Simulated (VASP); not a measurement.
# Zn (Fd-3m) in VASP: notebook, part 2 of 2

VASP 6.6.1. Earlier steps stand in the parts before.

**5. Single point, PBE**

This run uses another cell than the first one, of 24.60 Å³/atom.

The input, INCAR:

```
SYSTEM = Zn
PREC = Accurate
ENCUT = 500
EDIFF = 1E-6
ISMEAR = 1
SIGMA = 0.1
LREAL = .FALSE.
LASPH = .TRUE.
NELM = 120
ALGO = Normal
ISIF = 2
LWAVE = .FALSE.
LCHARG = .FALSE.
GGA = PE
NBANDS = 19
GGA_COMPAT = .FALSE.
```

The input, KPOINTS:

```
Automatic mesh
0
G
  13 13 13
  0 0 0
```

The input, POSCAR:

```
Zn
1.0
    0.0000000000      2.9083025591      2.9083025591
    2.9083025591      0.0000000000      2.9083025591
    2.9083025591      2.9083025591      0.0000000000
Zn
2
Direct
    1.0000000000      1.0000000000      1.0000000000
    0.2500000000      0.2500000000      0.2500000000
```

Potentials or basis: VASP PAW PBE potentials, release 64 (Zn).

The run is started by

```console
$ cat potpaw_PBE.64/Zn/POTCAR > POTCAR
$ mpirun -np 1 vasp_std > vasp.out
```

OUTCAR:

```text
SYSTEM = Zn
   PREC = Accurate
   ENCUT = 500
   EDIFF = 1E-6
   ISMEAR = 1
   LREAL = .FALSE.
   LASPH = .TRUE.
   NELM = 120
   ISIF = 2
   GGA = PE

 ion  position               nearest neighbor table
   1  0.000  0.000  0.000-   2 2.52   2 2.52   2 2.52   2 2.52
   2  0.250  0.250  0.250-   1 2.52   1 2.52   1 2.52   1 2.52

  LATTYP: Found a face centered cubic cell.
 ALAT       =     5.8166051182

  Lattice vectors:

 A1 = (   0.0000000000,   2.9083025591,   2.9083025591)
 A2 = (   2.9083025591,   0.0000000000,   2.9083025591)
 A3 = (   2.9083025591,   2.9083025591,   0.0000000000)

Analysis of symmetry for initial positions (statically):
=====================================================================
 Subroutine PRICEL returns:
 Original cell was already a primitive cell.

 Routine SETGRP: Setting up the symmetry group for a
 face centered cubic supercell.

 Subroutine GETGRP returns: Found 48 space group operations
 (whereof 24 operations were pure point group operations)
 out of a pool of 48 trial point group operations.

The static configuration has the point symmetry T_d .
 The point group associated with its full space group is O_h .

Analysis of symmetry for dynamics (positions and initial velocities):
=====================================================================
 Subroutine PRICEL returns:
 Original cell was already a primitive cell.

 Routine SETGRP: Setting up the symmetry group for a
 face centered cubic supercell.

 Subroutine GETGRP returns: Found 48 space group operations
 (whereof 24 operations were pure point group operations)
 out of a pool of 48 trial point group operations.

The dynamic configuration has the point symmetry T_d .
 The point group associated with its full space group is O_h .

 Subroutine INISYM returns: Found 48 space group operations
[... 106 lines left out ...]
   TEBEG  =    0.0;   TEEND  =   0.0 temperature during run
   PSTRESS=    0.0 pullay stress
   NELECT =      24.0000    total number of electrons
   NUPDOWN=      -1.0000    fix difference up-down
   EMIN   =  10.00;   EMAX   =-10.00  energy-range for DOS
   EFERMI =   0.00;   METHOD = LEGACY
   ISMEAR =     1;   SIGMA  =   0.10  broadening in eV -4-tet -1-fermi 0-gaus
   EFERMI_NEDOS =   21; number of points for ismear=-14 and -15
   IALGO  =     38    algorithm
   IMIX   =      4    mixing-type and parameters
     AMIX     =   0.40;   BMIX     =  1.00
     AMIX_MAG =   1.60;   BMIX_MAG =  1.00
  volume/ion in A,a.u.               =      24.60       166.00
  Fermi-wavevector in a.u.,A,eV,Ry     =   1.288731  2.435349 22.596937  1.660828
  Thomas-Fermi vector in A             =   2.420667
   LORBIT       =      0    0 simple, 1 ext, 2 COOP (PROOUT), +10 PAW based schemes
   GGA     = PE    functional components
   LHFCALC =     F    Hartree Fock is set to
   AEXX    =    0.0000 exact exchange contribution
   IVDW    =     0    specifies the selected vdW correction
   LEPSILON=     F    determine dielectric tensor
   LRPA    =     F    only Hartree local field effects (RPA)
 non-spin polarized calculation
 Methfessel and Paxton  Order N= 1 SIGMA  =   0.10
  energy-cutoff  :      500.00
  volume of cell :       49.20
 maximum number of plane-waves:      1267
 NGX is ok and might be reduce to    30
   NGX = 15   NGY = 15   NGZ = 15

 number of electron      23.9999987 magnetization

 Free energy of the ion-electron system (eV)
  ---------------------------------------------------
  ext. energy  EPLUGINS =         0.00000000
  ---------------------------------------------------
  free energy    TOTEN  =        -1.27922232 eV

  energy without entropy =       -1.27856377  energy(sigma->0) =       -1.27900280

 E-fermi :   0.2875     XC(G=0):  -8.9629

 val. band max:        0.2390789239   @ k =  -0.3846   0.3077   0.0769
 cond. band min:       0.3001869729   @ k =   0.3846   0.3077   0.0769
 fundamental gap:      0.0611080490
 Fermi energy:         0.2874961140

 k-point     1 :       0.0000    0.0000    0.0000
  band No.  band energies     occupation
      1      -7.2542      2.00000
      2      -7.2404      2.00000
      3      -7.2404      2.00000
      4      -7.2404      2.00000
      5      -7.2003      2.00000
      6      -7.2003      2.00000
[... 505 lines left out ...]
      6      -6.9641      2.00000
[... 11 lines left out ...]
     18       9.9586      0.00000
     19      11.7423      0.00000

 [... further k-points ...]
[... 5 lines left out ...]
  --------------------------------------------------------------------------------------
  -------------------------------------------------------------------------------------
  Total        0.0436376      0.0436376      0.0436376      0.0000000     -0.0000000     -0.0000000
  in kB        1.4210942      1.4210942      1.4210942      0.0000000     -0.0000000     -0.0000000
  external PRESSURE =       1.4210942 kB  Pullay stress =       0.0000000 kB

 VOLUME and BASIS-vectors are now :
 -----------------------------------------------------------------------------
  energy-cutoff  :      500.00
  volume of cell :       49.20
      direct lattice vectors                 reciprocal lattice vectors
     0.000000000  2.908302559  2.908302559    -0.171921590  0.171921590  0.171921590
     2.908302559  0.000000000  2.908302559     0.171921590 -0.171921590  0.171921590
     2.908302559  2.908302559  0.000000000     0.171921590  0.171921590 -0.171921590

 POSITION                                       TOTAL-FORCE (eV/Angst)
 -----------------------------------------------------------------------------------
      0.00000      0.00000      0.00000        -0.000000     -0.000000      0.000000
      1.45415      1.45415      1.45415         0.000000      0.000000     -0.000000
 -----------------------------------------------------------------------------------
    total drift:                                0.000000      0.000000      0.000000

  FREE ENERGIE OF THE ION-ELECTRON SYSTEM (eV)
  ---------------------------------------------------
  free  energy   TOTEN  =        -1.2792223173 eV

  energy  without entropy=       -1.2785637675  energy(sigma->0) =       -1.27900280
```

Wall time 46 s (1 thread of Intel Xeon 6975P-C (Granite Rapids), shared host); peak memory 0.2 GiB.

Results:

* Free energy: -1.2792 eV
* Pressure: 0.1 GPa
* Band gap on the k mesh: zero (bands 12 and 13 overlap by 5.83 eV)

Levels at points of the mesh, in eV from the Fermi level:
| k point | band 9 | band 10 | band 11 | band 12 | band 13 | band 14 | band 15 | band 16 |
| --- | --- | --- | --- | --- | --- | --- | --- | --- |
| (0.00, 0.00, 0.00) | -6.94 | -6.74 | -6.74 | 5.20 | 5.20 | 5.20 | 6.68 | 6.68 |

**6. Overview**

| cell | gap on the mesh (eV) | pressure (GPa) |
| --- | --- | --- |
| a = 3.422 Å, angles 60.0°, 2 atoms | none | 61.3 |
| a = 3.527 Å, angles 60.0°, 2 atoms | none | 41.0 |
| a = 3.694 Å, angles 60.0°, 2 atoms | none | 20.5 |
| a = 4.113 Å, angles 60.0°, 2 atoms | none | 0.1 |

Alike in all rows: task single point; level PBE; potentials or basis VASP PAW PBE potentials, release 64 (Zn); no spin polarisation; k mesh 13 × 13 × 13; cutoff (eV) 500; smearing methfessel-paxton 0.1 eV.

Caveats: the cell stands under pressure (at least some runs).

Absolute energies hang on the potentials; compare differences alone.
